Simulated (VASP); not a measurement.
Set up this calculation in VASP 6.6.1, as the native input.

```
Task                   : single point
Functional             : LDA
Potentials or basis    : VASP PAW LDA potentials, release 64 (Zn, O)
Cutoff                 : 600 eV
k mesh                 : 9 × 9 × 6
Occupations            : gaussian, width 0.02 eV
Spin                   : no spin polarisation
Dipole correction      : no
Further INCAR settings : ALGO = Normal; EDIFF = 1e-06; NBANDS = 26
```

The structure of ZnO (l) lies in POSCAR:

```
ZnO
1.0
    3.1869649732      0.0000000000      0.0000000000
   -1.5934824866      2.7599926277      0.0000000000
    0.0000000000      0.0000000000      5.1527633937
Zn O
2 2
Direct
    0.3333333333      0.6666666667     -0.0001974645
    0.6666666667      0.3333333333      0.4998025355
    0.3333333333      0.6666666667      0.3781974645
    0.6666666667      0.3333333333      0.8781974645
```

One way to write it, as run:

INCAR

```
PREC     = Accurate       # precision mode
ENCUT    = 600            # plane-wave cutoff, eV
EDIFF    = 1E-6           # SCF threshold, eV
ISMEAR   = 0              # smearing method
SIGMA    = 0.02           # smearing width, eV
LREAL    = False          # projectors in reciprocal space
LASPH    = True           # aspherical terms in the spheres
NELM     = 120            # most SCF steps
ALGO     = Normal         # electronic algorithm
ISIF     = 2              # what is computed and relaxed
LWAVE    = False          # write WAVECAR
LCHARG   = False          # write CHGCAR
GGA      = CA             # functional
NBANDS   = 26             # bands
GGA_COMPAT= False
```

KPOINTS

```
Automatic mesh
0
Gamma
  9 9 6
```

Potentials or basis: VASP PAW LDA potentials, release 64 (Zn, O).

Launch:

```sh
$ cat potpaw_LDA.64/Zn/POTCAR potpaw_LDA.64/O/POTCAR > POTCAR
$ mpirun -np 1 vasp_std > vasp.out
```

It gave:

- Pressure: 0.9 GPa
- Band gap on the k mesh: 0.81 eV, direct

Wall time 110 s on 1 thread of Intel Xeon 8259CL (shared host), peak memory 0.19 GiB.
